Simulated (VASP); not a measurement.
Set up this calculation in VASP 6.6.1, as the native input.

| Property | Result |
| --- | --- |
| Task | single point |
| Functional | PBE |
| Potentials or basis | VASP PAW PBE potentials, release 64 (Sn_d, Te) |
| Cutoff | 520 eV |
| k mesh | 8 × 8 × 8 |
| Occupations | fermi-dirac, width 0.02 eV |
| Spin | no spin polarisation |
| Dipole correction | no |
| Further INCAR settings | ALGO = Normal; EDIFF = 1e-06; NBANDS = 17 |

The structure of SnTe lies in POSCAR:

```
SnTe
1.0
    0.0000000000      3.1893545680      3.1893545680
    3.1893545680      0.0000000000      3.1893545680
    3.1893545680      3.1893545680      0.0000000000
Sn Te
1 1
Direct
    0.0000000000      0.0000000000      0.0000000000
    0.5000000000      0.5000000000      0.5000000000
```

One way to write it, as run:

INCAR

```
SYSTEM = SnTe
PREC = Accurate
ENCUT = 520
EDIFF = 1E-6
ISMEAR = -1
SIGMA = 0.02
LREAL = .FALSE.
LASPH = .TRUE.
NELM = 100
ALGO = Normal
ISIF = 2
LWAVE = .FALSE.
LCHARG = .FALSE.
GGA = PE
NBANDS = 17
```

KPOINTS

```
Automatic mesh
0
G
  8 8 8
  0 0 0
```

Potentials or basis: VASP PAW PBE potentials, release 64 (Sn_d, Te).

Launch:

```sh
$ cat potpaw_PBE.64/Sn_d/POTCAR potpaw_PBE.64/Te/POTCAR > POTCAR
$ mpirun -np 1 vasp_std > vasp.out
```

Results of the run:

* Pressure: 0.6 GPa
* Band gap on the k mesh: 0.01 eV

Caveat: spin-orbit coupling is left out, which moves the levels of the heavy elements.

Run time: 41 s on 1 thread of Intel Xeon 8259CL, on a shared host, peak memory 0.22 GiB.
